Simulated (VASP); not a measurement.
CuI: single point with PBE

Crystal: CuI.

```
Cu I
1.0
     0.00000    3.18313    2.77581
     3.18313    0.00000    2.77581
     3.18313    3.18313    0.00000
Cu I
1 1
Direct
  0.25000 0.25000 0.25000
  0.00000 0.00000 0.00000
```

This cell differs from its parent crystal: epitaxial xy strain +5.7%.

```
Program                : VASP 6.6.1
Task                   : single point
Functional             : PBE
Potentials or basis    : VASP PAW PBE potentials, release 64 (Cu, I)
Cutoff                 : 520 eV
k mesh                 : 8 × 8 × 8
Occupations            : fermi-dirac, width 0.02 eV
Spin                   : no spin polarisation
Dipole correction      : no
Further INCAR settings : ALGO = Normal; EDIFF = 1e-07; NBANDS = 16
```

* Pressure: -0.2 GPa
* Band gap on the k mesh: 1.02 eV

Stress tensor (GPa, compression positive):
```
-0.88  0.00  0.00
 0.00 -0.88  0.00
 0.00  0.00  1.09
```

Levels at points of the mesh, in eV from the valence-band top:
| k point | band 6 | band 7 | band 8 | band 9 | band 10 | band 11 | band 12 | band 13 |
| --- | --- | --- | --- | --- | --- | --- | --- | --- |
| (0.00, 0.00, 0.00) | -1.80 | -0.15 | -0.15 | 0.00 | 1.02 | 4.89 | 4.89 | 5.07 |
| (0.50, 0.00, 0.00) | -1.80 | -1.76 | -0.85 | -0.64 | 1.96 | 4.93 | 6.05 | 7.44 |
| (0.50, 0.50, 0.00) | -1.75 | -1.70 | -1.52 | -1.52 | 2.20 | 2.40 | 9.58 | 9.58 |
| (0.50, 0.00, 0.50) | -1.86 | -1.71 | -1.60 | -1.32 | 2.88 | 3.25 | 8.54 | 8.87 |

Wall time 25 s on 1 thread of Intel(R) Xeon(R) 6975P-C (Granite Rapids) (shared host), peak memory 0.22 GiB.

Caveat: the cell differs from its parent crystal (epitaxial xy strain +5.7%); spin-orbit coupling is left out, which moves the levels of the heavy elements.
